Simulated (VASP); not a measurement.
Cu: relaxation of cell and atoms with RPBE

The system is Cu.

```xyz
1
Lattice="-1.4428 1.4428 1.3761 1.4428 -1.4428 1.3761 1.4428 1.4428 -1.3761" Properties=species:S:1:pos:R:3 pbc="T T T"
Cu    0.0000    0.0000    0.0000
```

```yaml
Program: VASP 6.6.1
Task: relaxation of cell and atoms
Functional: RPBE
Potentials_or_basis: VASP PAW PBE potentials, release 64 (Cu_sv_GW)
Cutoff: 820 eV
k_mesh: 13 × 13 × 13
Occupations: fermi-dirac, width 0.05 eV
Spin: no spin polarisation
Dipole_correction: no
Further_INCAR_settings: ALGO = Normal; EDIFF = 1e-07; IBRION = 2; EDIFFG = -0.01; NSW = 60; ISIF = 3
```

* Relaxed volume: 12.21 Å³/atom
* Relaxed cell: a = 2.514 Å, b = 2.514 Å, c = 2.514 Å, α = 108.01°, β = 108.01°, γ = 112.44°
* Space group after relaxing (to 0.1 Å): I4/mmm (No. 139)
* Energy gained by relaxing: 24.3 meV/atom
* Ionic steps: 8
* Pressure after relaxing: 0.1 GPa
* Band gap on the k mesh: zero (an odd number of electrons rules out a gap without spin polarisation)

Step by step:
| step | energy change (eV) | largest force (eV/Å) | pressure (GPa) | volume (Å³) |
| --- | --- | --- | --- | --- |
| 1 | 0.0000 | 0.0000 | 10.77 | 11.46 |
| 2 | -0.0134 | 0.0000 | -5.88 | 12.78 |
| 3 | -0.0242 | 0.0000 | -0.02 | 12.22 |
| 4 | -0.0242 | 0.0000 | 0.11 | 12.21 |
| 5 | -0.0242 | 0.0000 | 0.20 | 12.21 |
| 6 | -0.0243 | 0.0000 | 0.20 | 12.21 |
| 7 | -0.0243 | 0.0000 | 0.18 | 12.21 |
| 8 | -0.0243 | 0.0000 | 0.11 | 12.21 |

Final structure:
```xyz
1
Lattice="-1.4777 1.4777 1.3980 1.4777 -1.4777 1.3980 1.4777 1.4777 -1.3980" Properties=species:S:1:pos:R:3 pbc="T T T"
Cu    0.0000    0.0000    0.0000
```

Levels at points of the mesh, in eV from the Fermi level:
| k point | band 7 | band 8 | band 9 | band 10 | band 11 | band 12 | band 13 |
| --- | --- | --- | --- | --- | --- | --- | --- |
| (0.00, 0.00, 0.00) | -2.83 | -2.83 | -2.06 | -1.84 | 24.14 | 24.14 | 25.62 |

Run time: 3.1 min on 1 thread of Intel(R) Xeon(R) Platinum 8259CL CPU @ 2.50GHz (Skylake/Cascade Lake), on a shared host, peak memory 0.22 GiB.

Caveat: the PAW data sets were made with another functional, which shifts forces and pressure a little.
